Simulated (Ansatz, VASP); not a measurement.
# Two plane-wave programs on Cu

```
CELL_PARAMETERS angstrom
2.52059 0.00000 0.00000
-1.26030 2.18290 0.00000
0.00000 0.00000 3.86953
ATOMIC_POSITIONS crystal
Cu 0.33333 0.66667 0.25000
Cu 0.66667 0.33333 0.75000
```

Change from the starting cell: strain along c alone, the other axes held, atoms relaxed: -6.0 %.

Alike in both runs: task single point; functional PBEsol; k mesh 24 × 24 × 12; occupations gaussian, width 0.1 eV; no spin polarisation.

```csv
,VASP,Ansatz
version,VASP 6.6.1,Ansatz 0.2.0
potentials or method,"VASP PAW PBE potentials, release 64 (Cu), cutoff 520 eV","scalar-relativistic, plane waves, PAW"
valence electrons in the cell,22,38
```

|  | VASP | Ansatz | Ansatz less VASP |
| --- | --- | --- | --- |
| gap on the k mesh at the Fermi level (eV) | none | none | - |
| pressure (GPa) | 15.1 | 12.9 | -2.18 |
| traceless stress, the component that is largest in VASP (GPa) | 10.32 | 10.37 | +0.048 |

VASP's potentials were made for PBE, not for PBEsol. A gap of «none» marks a metal or a gap that the smearing closes. With one functional, cell and mesh, what is left measures potentials, basis and numerics. VASP's potentials hold 22 valence electrons a cell and Ansatz's 38, so a difference there can come from the potentials and not from the codes.
